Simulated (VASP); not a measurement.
# TiSi4Ir (P4/mmm) in VASP: further runs

The runs below take TiSi4Ir through single point, with PBE.

All numbers are computed with VASP 6.6.1; they aren't measurements. Logs are shortened: lines on timing, memory, paths and dates and some standing lists are left out, and cuts for length are marked.

### 1 The cell of the first run

It takes space group P4/mmm (No. 123, tetragonal). Conventional cell: a = 3.763 Å, b = 3.763 Å, c = 5.401 Å, α = 90.00°, β = 90.00°, γ = 90.00°. Within 3.1 Å of Ti (site symmetry 4/mmm) lie 8 Si at 2.37 Å. Within 3.0 Å of Si (site symmetry 2mm) lie 2 Ir at 2.27 Å and 2 Ti at 2.37 Å and 6 Si at 2.53 to 2.87 Å. Within 3.0 Å of Ir (site symmetry 4/mmm) lie 8 Si at 2.27 Å.

The cell was generated, and may not be a known phase.

### 2 Single point, PBE

Contents of INCAR:

```
ALGO = Normal ; EDIFF = 1E-6
ENCUT = 500 ; GGA = PE
GGA_COMPAT = F ; ISIF = 2
ISMEAR = 0 ; LASPH = T
LCHARG = F ; LREAL = F
LWAVE = F ; NBANDS = 28
NELM = 120 ; PREC = Accurate
SIGMA = 0.1
```

Contents of KPOINTS:

```
k-points
0
Gamma
  4 4 4
```

Contents of POSCAR:

```
TiSi4Ir
1.0
    3.7629528200      0.0000000000      0.0000000000
    0.0000000000      3.7629528200      0.0000000000
    0.0000000000      0.0000000000      5.4006771200
Ti Si Ir
1 4 1
Direct
    0.0000000000      0.0000000000      0.0000000000
    0.5000000000      0.0000000000      0.7338745000
    0.0000000000      0.5000000000      0.2661255000
    0.5000000000      0.0000000000      0.2661255000
    0.0000000000      0.5000000000      0.7338745000
    0.5000000000      0.5000000000      0.5000000000
```

Potentials or basis: VASP PAW PBE potentials, release 64 (Ti_sv, Si, Ir).

On the command line:

```sh
$ cat potpaw_PBE.64/Ti_sv/POTCAR potpaw_PBE.64/Si/POTCAR potpaw_PBE.64/Ir/POTCAR > POTCAR
$ mpirun -np 1 vasp_std > vasp.out
```

OUTCAR:

```text
EDIFF = 1E-6
   ENCUT = 500
   GGA = PE
   ISIF = 2
   ISMEAR = 0
   LASPH = T
   LREAL = F
   NELM = 120
   PREC = Accurate

 ion  position               nearest neighbor table
   1  0.000  0.000  0.000-   2 2.37   3 2.37   4 2.37   5 2.37   3 2.37   5 2.37   2 2.37   4 2.37

   2  0.500  0.000  0.734-   6 2.27   6 2.27   1 2.37   1 2.37   4 2.53   5 2.66   5 2.66   5 2.66
                             5 2.66   4 2.87
   3  0.000  0.500  0.266-   6 2.27   6 2.27   1 2.37   1 2.37   5 2.53   4 2.66   4 2.66   4 2.66
                             4 2.66   5 2.87
   4  0.500  0.000  0.266-   6 2.27   6 2.27   1 2.37   1 2.37   2 2.53   3 2.66   3 2.66   3 2.66
                             3 2.66   2 2.87
   5  0.000  0.500  0.734-   6 2.27   6 2.27   1 2.37   1 2.37   3 2.53   2 2.66   2 2.66   2 2.66
                             2 2.66   3 2.87
   6  0.500  0.500  0.500-   2 2.27   3 2.27   4 2.27   5 2.27   2 2.27   4 2.27   3 2.27   5 2.27

  LATTYP: Found a simple tetragonal cell.
 ALAT       =     3.7629528200
 C/A-ratio  =     1.4352231820

  Lattice vectors:

 A1 = (   3.7629528200,   0.0000000000,   0.0000000000)
 A2 = (   0.0000000000,   3.7629528200,   0.0000000000)
 A3 = (   0.0000000000,   0.0000000000,   5.4006771200)

Analysis of symmetry for initial positions (statically):
=====================================================================
 Subroutine PRICEL returns:
 Original cell was already a primitive cell.

 Routine SETGRP: Setting up the symmetry group for a
 simple tetragonal supercell.

 Subroutine GETGRP returns: Found 16 space group operations
 (whereof 16 operations were pure point group operations)
 out of a pool of 16 trial point group operations.

The static configuration has the point symmetry D_4h.

Analysis of symmetry for dynamics (positions and initial velocities):
=====================================================================
 Subroutine PRICEL returns:
 Original cell was already a primitive cell.

 Routine SETGRP: Setting up the symmetry group for a
 simple tetragonal supercell.

 Subroutine GETGRP returns: Found 16 space group operations
 (whereof 16 operations were pure point group operations)
 out of a pool of 16 trial point group operations.

The dynamic configuration has the point symmetry D_4h.

[... 91 lines left out ...]
   ISTART =      0    job   : 0-new  1-cont  2-samecut
   ICHARG =      2    charge: 1-file 2-atom 10-const
   ISPIN  =      1    spin polarized calculation?
   LNONCOLLINEAR =      F non collinear calculations
   LSORBIT =      F    spin-orbit coupling
   LASPH  =      T    aspherical Exc in radial PAW
   ENCUT  =  500.0 eV  36.75 Ry    6.06 a.u.   6.86  6.86  9.85*2*pi/ulx,y,z
   NELM   =    120;   NELMIN=  2; NELMDL= -5     # of ELM steps
   EDIFF  = 0.1E-05   stopping-criterion for ELM
   LREAL  =      F    real-space projection
[... 7 lines left out ...]
   TEBEG  =    0.0;   TEEND  =   0.0 temperature during run
   PSTRESS=    0.0 pullay stress
   NELECT =      37.0000    total number of electrons
   NUPDOWN=      -1.0000    fix difference up-down
   EMIN   =  10.00;   EMAX   =-10.00  energy-range for DOS
   EFERMI =   0.00;   METHOD = LEGACY
   ISMEAR =     0;   SIGMA  =   0.10  broadening in eV -4-tet -1-fermi 0-gaus
   EFERMI_NEDOS =   21; number of points for ismear=-14 and -15
   IALGO  =     38    algorithm
   IMIX   =      4    mixing-type and parameters
     AMIX     =   0.40;   BMIX     =  1.00
     AMIX_MAG =   1.60;   BMIX_MAG =  1.00
  volume/ion in A,a.u.               =      12.75        86.01
  Fermi-wavevector in a.u.,A,eV,Ry     =   1.285208  2.428691 22.473561  1.651760
  Thomas-Fermi vector in A             =   2.417356
   LORBIT       =      0    0 simple, 1 ext, 2 COOP (PROOUT), +10 PAW based schemes
   GGA     = PE    functional components
   LHFCALC =     F    Hartree Fock is set to
   AEXX    =    0.0000 exact exchange contribution
   IVDW    =     0    specifies the selected vdW correction
   LEPSILON=     F    determine dielectric tensor
   LRPA    =     F    only Hartree local field effects (RPA)
 non-spin polarized calculation
 Gauss-broadening in eV      SIGMA  =   0.10
  energy-cutoff  :      500.00
  volume of cell :       76.47
 maximum number of plane-waves:      1964
 NGX is ok and might be reduce to    28
   NGX = 13   NGY = 13   NGZ = 19

 number of electron      37.0000000 magnetization

 Free energy of the ion-electron system (eV)
  ---------------------------------------------------
  ext. energy  EPLUGINS =         0.00000000
  ---------------------------------------------------
  free energy    TOTEN  =       -35.51838780 eV

  energy without entropy =      -35.50635993  energy(sigma->0) =      -35.51237387

 E-fermi :  11.8969     XC(G=0): -12.1714

 val. band max:       11.8899764237   @ k =   0.5000   0.2500   0.0000
 cond. band min:      11.9614017479   @ k =   0.2500   0.0000   0.2500
 fundamental gap:      0.0714253242
 Fermi energy:        11.8969382950

 k-point     1 :       0.0000    0.0000    0.0000
  band No.  band energies     occupation
      1     -44.0204      2.00000
      2     -20.5460      2.00000
      3     -20.5460      2.00000
      4     -20.3330      2.00000
      5      -2.6154      2.00000
      6       2.1492      2.00000
[... 547 lines left out ...]
     27      18.1208      0.00000
     28      18.6027      0.00000

------------------------ aborting loop because EDIFF is reached ----------------------------------------

  FORCE on cell =-STRESS in cart. coord.  units (eV):
  Direction    XX          YY          ZZ          XY          YZ          ZX
  --------------------------------------------------------------------------------------
  -------------------------------------------------------------------------------------
  Total       26.5649084     26.5649084     37.6217256      0.0000000     -0.0000000      0.0000000
  in kB      556.5614798    556.5614798    788.2128919      0.0000000     -0.0000000      0.0000000
  external PRESSURE =     633.7786172 kB  Pullay stress =       0.0000000 kB

 VOLUME and BASIS-vectors are now :
 -----------------------------------------------------------------------------
  energy-cutoff  :      500.00
  volume of cell :       76.47
      direct lattice vectors                 reciprocal lattice vectors
     3.762952820  0.000000000  0.000000000     0.265748748  0.000000000  0.000000000
     0.000000000  3.762952820  0.000000000     0.000000000  0.265748748  0.000000000
     0.000000000  0.000000000  5.400677120     0.000000000  0.000000000  0.185161967

 POSITION                                       TOTAL-FORCE (eV/Angst)
 -----------------------------------------------------------------------------------
      0.00000      0.00000      0.00000         0.000000     -0.000000      0.000000
      1.88148      0.00000      3.96342         0.000000      0.000000      1.284714
      0.00000      1.88148      1.43726        -0.000000     -0.000000     -1.284714
      1.88148      0.00000      1.43726         0.000000     -0.000000     -1.284714
      0.00000      1.88148      3.96342        -0.000000     -0.000000      1.284714
      1.88148      1.88148      2.70034         0.000000     -0.000000      0.000000
 -----------------------------------------------------------------------------------
    total drift:                                0.000000      0.000000      0.000000

  FREE ENERGIE OF THE ION-ELECTRON SYSTEM (eV)
  ---------------------------------------------------
  free  energy   TOTEN  =       -35.5183878033 eV

  energy  without entropy=      -35.5063599290  energy(sigma->0) =      -35.51237387
```

It took 22 s on 1 thread of AMD EPYC 9R45 (Zen 5), shared host; peak memory 0.16 GiB.

Results:

```yaml
Free_energy: -35.5184 eV
Pressure: 63.4 GPa
Largest_force: 1.285 eV/Å
Band_gap_on_the_k_mesh: zero (an odd number of electrons rules out a gap without spin polarisation)
```

Forces on the atoms (eV/Å):
```
Ti   0.000  0.000  0.000
Si   0.000  0.000  1.285
Si   0.000  0.000 -1.285
Si   0.000  0.000 -1.285
Si   0.000  0.000  1.285
Ir   0.000  0.000  0.000
```

Stress tensor (GPa, compression positive):
```
55.66  0.00  0.00
 0.00 55.66  0.00
 0.00  0.00 78.82
```

Caveat: the k points lie up to 0.42 Å⁻¹ apart, too coarse for converged energies and pressures of a metal; spin-orbit coupling is left out, which moves the levels of the heavy elements; an odd number of electrons without spin polarisation forces a metal; a magnetic or distorted state may lie lower.

### 3 Single point, PBE

This run uses another cell than the first one, of 15.80 Å³/atom.

Contents of INCAR:

```
SYSTEM = TiSi4Ir
PREC = Accurate ; ENCUT = 500
EDIFF = 1E-6 ; ISMEAR = 0
SIGMA = 0.1 ; LREAL = .FALSE.
LASPH = .TRUE. ; NELM = 120
ALGO = Normal ; ISIF = 2
LWAVE = .FALSE. ; LCHARG = .FALSE.
GGA = PE ; NBANDS = 28
GGA_COMPAT = .FALSE.
```

Contents of KPOINTS:

```
Automatic mesh
0
G
  4 4 4
  0 0 0
```

Contents of POSCAR:

```
TiSi4Ir
1.0
    3.6113695523      0.0000000000      0.0000000000
    0.0000000000      3.6113695523      0.0000000000
    0.0000000000      0.0000000000      7.2674543651
Ti Si Ir
1 4 1
Direct
    0.0000000000      0.0000000000      0.0000000000
    0.5000000000      0.0000000000      0.7379577330
    0.0000000000      0.5000000000      0.2620422670
    0.5000000000      0.0000000000      0.2620422670
    0.0000000000      0.5000000000      0.7379577330
    0.5000000000      0.5000000000      0.5000000000
```

Potentials or basis: VASP PAW PBE potentials, release 64 (Ti_sv, Si, Ir).

On the command line:

```sh
$ cat potpaw_PBE.64/Ti_sv/POTCAR potpaw_PBE.64/Si/POTCAR potpaw_PBE.64/Ir/POTCAR > POTCAR
$ mpirun -np 1 vasp_std > vasp.out
```

It took 29 s on 1 thread of AMD EPYC 9R45 (Zen 5), shared host; peak memory 0.18 GiB.

The run converged. Its results:

```
Free energy            : -40.7780 eV
Pressure               : 0.0 GPa
Largest force          : 0.009 eV/Å
Band gap on the k mesh : zero (an odd number of electrons rules out a gap without spin polarisation)
```

Forces in eV/Å, atoms in the order of the input:
```
Ti   0.000  0.000  0.000
Si   0.000  0.000  0.009
Si   0.000  0.000 -0.009
Si   0.000  0.000 -0.009
Si   0.000  0.000  0.009
Ir   0.000  0.000  0.000
```

Stress tensor (GPa, compression positive):
```
 0.02  0.00  0.00
 0.00  0.02  0.00
 0.00  0.00 -0.09
```

Levels at points of the mesh, in eV from the Fermi level:
```tsv
k point	band 17	band 18	band 19	band 20	band 21	band 22
(0.00, 0.00, 0.00)	-0.90	-0.87	-0.87	-0.58	1.77	2.69
(0.50, 0.00, 0.00)	-0.98	-0.64	-0.55	1.62	2.06	2.29
(0.50, 0.50, 0.00)	-1.78	-1.75	-1.33	-0.79	2.00	2.71
(0.00, 0.00, 0.50)	-0.08	0.53	0.53	1.13	1.49	1.61
(0.50, 0.00, 0.50)	-1.12	-0.47	0.21	0.60	0.63	2.30
(0.50, 0.50, 0.50)	-1.84	-1.75	-1.03	0.19	2.00	2.34
```

Caveat: the k points lie up to 0.43 Å⁻¹ apart, too coarse for converged energies and pressures of a metal; spin-orbit coupling is left out, which moves the levels of the heavy elements; an odd number of electrons without spin polarisation forces a metal; a magnetic or distorted state may lie lower.

### 4 Single point, PBE

This run uses another cell than the first one, of 15.81 Å³/atom.

Contents of INCAR:

```
PREC = Accurate
ENCUT = 500
EDIFF = 1E-6
ISMEAR = 0
SIGMA = 0.1
LREAL = F
LASPH = T
NELM = 120
ALGO = Normal
ISIF = 2
LWAVE = F
LCHARG = F
GGA = PE
NBANDS = 28
GGA_COMPAT = F
```

Contents of KPOINTS:

```
regular mesh
0
Gamma
  6 6 4
```

Contents of POSCAR:

```
TiSi4Ir
1.0
    3.6067941309      0.0000000000      0.0000000000
    0.0000000000      3.6067941309      0.0000000000
    0.0000000000      0.0000000000      7.2930222395
Ti Si Ir
1 4 1
Direct
    0.0000000000      0.0000000000      0.0000000000
    0.5000000000      0.0000000000      0.7373609698
    0.0000000000      0.5000000000      0.2626390302
    0.5000000000      0.0000000000      0.2626390302
    0.0000000000      0.5000000000      0.7373609698
    0.5000000000      0.5000000000      0.5000000000
```

On the command line:

```sh
$ cat potpaw_PBE.64/Ti_sv/POTCAR potpaw_PBE.64/Si/POTCAR potpaw_PBE.64/Ir/POTCAR > POTCAR
$ mpirun -np 1 vasp_std > vasp.out
```

It took 46 s on 1 thread of AMD EPYC 9R45 (Zen 5), shared host; peak memory 0.21 GiB.

It converged, with:

| Quantity | Value |
| --- | --- |
| Free energy | -40.7397 eV |
| Pressure | -0.1 GPa |
| Largest force | 0.021 eV/Å |
| Band gap on the k mesh | zero (an odd number of electrons rules out a gap without spin polarisation) |

Forces on the atoms (eV/Å):
```
Ti   0.000  0.000  0.000
Si   0.000  0.000  0.021
Si   0.000  0.000 -0.021
Si   0.000  0.000 -0.021
Si   0.000  0.000  0.021
Ir   0.000  0.000  0.000
```

Stress tensor (GPa, compression positive):
```
-0.02  0.00  0.00
 0.00 -0.02  0.00
 0.00  0.00 -0.16
```

Levels at points of the mesh, in eV from the Fermi level:
```tsv
k point	band 15	band 16	band 17	band 18	band 19	band 20	band 21	band 22	band 23	band 24
(0.00, 0.00, 0.00)	-1.84	-1.29	-0.92	-0.86	-0.86	-0.55	1.72	2.69	3.65	3.71
(0.50, 0.00, 0.00)	-1.45	-1.03	-1.02	-0.65	-0.53	1.65	2.02	2.25	2.83	2.98
(0.50, 0.50, 0.00)	-2.55	-1.76	-1.76	-1.71	-1.33	-0.77	1.96	2.66	2.82	2.82
(0.00, 0.00, 0.50)	-2.68	-1.84	-0.12	0.55	0.55	1.14	1.48	1.57	1.57	1.71
(0.50, 0.00, 0.50)	-1.44	-1.37	-1.12	-0.47	0.23	0.59	0.65	2.26	2.73	2.93
(0.50, 0.50, 0.50)	-1.85	-1.85	-1.84	-1.71	-1.00	0.15	1.96	2.32	2.42	3.66
```

Caveat: spin-orbit coupling is left out, which moves the levels of the heavy elements; an odd number of electrons without spin polarisation forces a metal; a magnetic or distorted state may lie lower.

### 5 Overview

```csv
cell,k mesh,gap on the mesh (eV),pressure (GPa),largest force (eV/Å)
"a = 3.763, b = 3.763, c = 5.401 Å, 6 atoms, atomic positions A",4 × 4 × 4,none,63.4,1.28
"a = 3.611, b = 3.611, c = 7.267 Å, 6 atoms, atomic positions B",4 × 4 × 4,none,0.0,0.01
"a = 3.607, b = 3.607, c = 7.293 Å, 6 atoms, atomic positions C",6 × 6 × 4,none,-0.1,0.02
```

Alike in all rows: task single point; level PBE; potentials or basis VASP PAW PBE potentials, release 64 (Ti_sv, Si, Ir); no spin polarisation; cutoff (eV) 500; smearing gaussian 0.1 eV.

Caveats: some runs use coarse meshes; spin-orbit coupling is left out, which moves the levels of the heavy elements; an odd number of electrons without spin polarisation forces a metal; a magnetic or distorted state may lie lower.

Absolute energies hang on the potentials; compare differences alone.

The gap in the log of VASP goes by the Fermi energy; the results here count the filled bands.